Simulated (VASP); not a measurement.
# AlN (I4/mmm) in VASP: further runs, part 3 of 3

VASP 6.6.1. The steps go on from the part before.

## (5) Electric field gradients, LDA (zz strain of +3 %)

INCAR reads:

```
SYSTEM = AlN
PREC = Accurate
ENCUT = 520
EDIFF = 1E-8
ISMEAR = -1
SIGMA = 0.02
LREAL = .FALSE.
LASPH = .TRUE.
NELM = 120
ALGO = Normal
ISIF = 2
LWAVE = .FALSE.
LCHARG = .FALSE.
LEFG = .TRUE.
NBANDS = 11
GGA_COMPAT = .FALSE.
```

KPOINTS reads:

```
regular mesh
0
G
  10 10 10
  0 0 0
```

POSCAR reads:

```
AlN
1.0
    0.0000000000      1.9780000000      2.0373400000
    1.9780000000      0.0000000000      2.0373400000
    1.9780000000      1.9780000000      0.0000000000
Al N
1 1
Direct
    0.0000000000      0.0000000000      0.0000000000
    0.5000000000      0.5000000000      0.5000000000
```

Potentials or basis: VASP PAW LDA potentials, release 64 (Al, N).

Command:

```sh
> cat potpaw_LDA.64/Al/POTCAR potpaw_LDA.64/N/POTCAR > POTCAR
> mpirun -np 1 vasp_std > vasp.out
```

OUTCAR:

```text
SYSTEM = AlN
   PREC = Accurate
   ENCUT = 520
   EDIFF = 1E-8
   ISMEAR = -1
   LREAL = .FALSE.
   LASPH = .TRUE.
   NELM = 120
   ISIF = 2

 ion  position               nearest neighbor table
   1  0.000  0.000  0.000-   2 1.98   2 1.98   2 1.98   2 1.98   2 2.04   2 2.04
   2  0.500  0.500  0.500-   1 1.98   1 1.98   1 1.98   1 1.98   1 2.04   1 2.04

  LATTYP: Found a body centered tetragonal cell.
 ALAT       =     2.7973144264
 C/A-ratio  =     1.4566399692

  Lattice vectors:

 A1 = (  -1.9780000000,   0.0000000000,   2.0373400000)
 A2 = (   1.9780000000,   0.0000000000,   2.0373400000)
 A3 = (   0.0000000000,   1.9780000000,  -2.0373400000)

Analysis of symmetry for initial positions (statically):
=====================================================================
 Subroutine PRICEL returns:
 Original cell was already a primitive cell.

 Routine SETGRP: Setting up the symmetry group for a
[... 525 lines left out ...]
  energy-cutoff  :      520.00
  volume of cell :       15.94
      direct lattice vectors                 reciprocal lattice vectors
     0.000000000  1.978000000  2.037340000    -0.252780586  0.252780586  0.245418045
     1.978000000  0.000000000  2.037340000     0.252780586 -0.252780586  0.245418045
     1.978000000  1.978000000  0.000000000     0.252780586  0.252780586 -0.245418045

 POSITION                                       TOTAL-FORCE (eV/Angst)
 -----------------------------------------------------------------------------------
      0.00000      0.00000      0.00000         0.000000     -0.000000      0.000000
      1.97800      1.97800      2.03734        -0.000000      0.000000      0.000000
 -----------------------------------------------------------------------------------
    total drift:                               -0.000000     -0.000000      0.000000

  FREE ENERGIE OF THE ION-ELECTRON SYSTEM (eV)
  ---------------------------------------------------
  free  energy   TOTEN  =       -16.2181533233 eV

  energy  without entropy=      -16.2181533233  energy(sigma->0) =      -16.21815332

 Electric field gradients (V/A^2)
---------------------------------------------------------------------
 ion       V_xx      V_yy      V_zz      V_xy      V_xz      V_yz
---------------------------------------------------------------------
   1      -5.815    -5.815    11.629     0.000     0.000     0.000
   2      -1.965    -1.965     3.931     0.000     0.000     0.000
---------------------------------------------------------------------

 Electric field gradients after diagonalization (V/A^2)
 (convention: |V_zz| > |V_xx| > |V_yy|)
----------------------------------------------------------------------
 ion       V_xx      V_yy      V_zz     asymmetry (V_yy - V_xx)/ V_zz
----------------------------------------------------------------------
   1      -5.815    -5.815    11.629       0.000
   2      -1.966    -1.965     3.931       0.000
----------------------------------------------------------------------

           NMR quadrupolar parameters

 Cq : quadrupolar parameter    Cq=e*Q*V_zz/h
 eta: asymmetry parameters     (V_yy - V_xx)/ V_zz
 Q  : nuclear electric quadrupole moment in mb (millibarn)
----------------------------------------------------------------------
 ion       Cq(MHz)       eta       Q (mb)
----------------------------------------------------------------------
   1       0.028       0.000       1.000
   2       0.010       0.000       1.000
----------------------------------------------------------------------
```

OSZICAR:

```text
N       E                     dE             d eps       ncg     rms          rms(c)
DAV:   1     0.684401399100E+01    0.68440E+01   -0.41726E+03  2356   0.631E+02
DAV:   2    -0.175853834213E+02   -0.24429E+02   -0.23583E+02  2699   0.129E+02
DAV:   3    -0.181405662505E+02   -0.55518E+00   -0.55428E+00  2724   0.166E+01
DAV:   4    -0.181422247723E+02   -0.16585E-02   -0.16584E-02  2526   0.111E+00
DAV:   5    -0.181422337786E+02   -0.90063E-05   -0.90063E-05  2616   0.765E-02    0.785E+00
DAV:   6    -0.162780371855E+02    0.18642E+01   -0.81251E+00  2385   0.149E+01    0.283E+00
DAV:   7    -0.162375591784E+02    0.40478E-01   -0.13545E-01  2592   0.255E+00    0.176E+00
DAV:   8    -0.162182627471E+02    0.19296E-01   -0.13484E-02  2334   0.107E+00    0.256E-01
DAV:   9    -0.162181523477E+02    0.11040E-03   -0.58276E-04  2625   0.139E-01    0.151E-01
DAV:  10    -0.162181537957E+02   -0.14480E-05   -0.20945E-05  2457   0.335E-02    0.265E-02
DAV:  11    -0.162181533332E+02    0.46253E-06   -0.78128E-07  2589   0.650E-03    0.494E-03
DAV:  12    -0.162181533233E+02    0.99419E-08   -0.38116E-08  2493   0.143E-03
   1 F= -.16218153E+02 E0= -.16218153E+02  d E =-.283101E-11
```

stdout:

```text
POSCAR found type information on POSCAR AlN
 POSCAR found :  2 types and       2 ions
 scaLAPACK will be used
 LDA part: xc-table for (Slater(with rela. corr.)+CA(PZ))
 , standard interpolation
 POSCAR, INCAR and KPOINTS ok, starting setup
 FFT: planning ... GRIDC
 FFT: planning ... GRID_SOFT
 FFT: planning ... GRID
 WAVECAR not read
 entering main loop
ion   1

ion   2
```

Run time: 36 s. Hardware: 1 thread of AMD EPYC 7R13, shared host; peak memory 0.1 GiB.

What came out:

| Item | Value |
| --- | --- |
| Free energy | -16.2182 eV |
| Pressure | 4.5 GPa |
| Band gap on the k mesh | 4.59 eV (least direct gap 6.15 eV) |
| Largest electric field gradient by atom | Al +11.6; N +3.9 V/Å² |

Stress tensor (GPa, compression positive):
```
 7.72  0.00  0.00
 0.00  7.72  0.00
 0.00  0.00 -1.90
```

Levels at points of the mesh, in eV from the valence-band top:
```
           k point  band 1  band 2  band 3  band 4  band 5  band 6  band 7  band 8
(0.00, 0.00, 0.00)  -17.87   -0.20   -0.20    0.00    6.15   11.74   12.15   12.15
(0.50, 0.00, 0.00)  -14.39   -8.71   -1.35   -1.22    6.19   10.68   11.32   13.51
(0.50, 0.50, 0.00)  -13.51   -7.88   -2.89   -2.89    4.90    5.19   13.94   17.64
(0.50, 0.00, 0.50)  -13.24   -7.74   -3.30   -2.92    4.59    4.91   14.32   16.81
```

Electric field gradients, principal values (V/Å²):
```tsv
atom	least	middle	greatest (by size)
1 Al	-5.815	-5.815	11.629
2 N	-1.965	-1.966	3.931
```

Caveat: the cell differs from its parent crystal (zz strain of +3 %); the cell stands under pressure; without QUAD_EFG the Cq values of the log hold for a quadrupole moment of 1 mb, not for the nuclei.

## (6) The runs side by side

| cell | gap on the mesh (eV) | pressure (GPa) |
| --- | --- | --- |
| a = 2.825, b = 2.825, c = 2.797 Å, angles 60.3, 60.3, 59.3°, 2 atoms | 4.75 | 7.2 |
| a = 2.811, b = 2.811, c = 2.797 Å, angles 60.2, 60.2, 59.7°, 2 atoms | 4.93 | 10.1 |
| a = 2.840, b = 2.840, c = 2.797 Å, angles 60.5, 60.5, 59.0°, 2 atoms | 4.59 | 4.5 |

Alike in all rows: task electric field gradients; level LDA; potentials or basis VASP PAW LDA potentials, release 64 (Al, N); no spin polarisation; k mesh 10 × 10 × 10; cutoff (eV) 520; smearing fermi-dirac 0.02 eV.

Caveats: the cell stands under pressure.

Absolute energies hang on the potentials; compare differences alone.
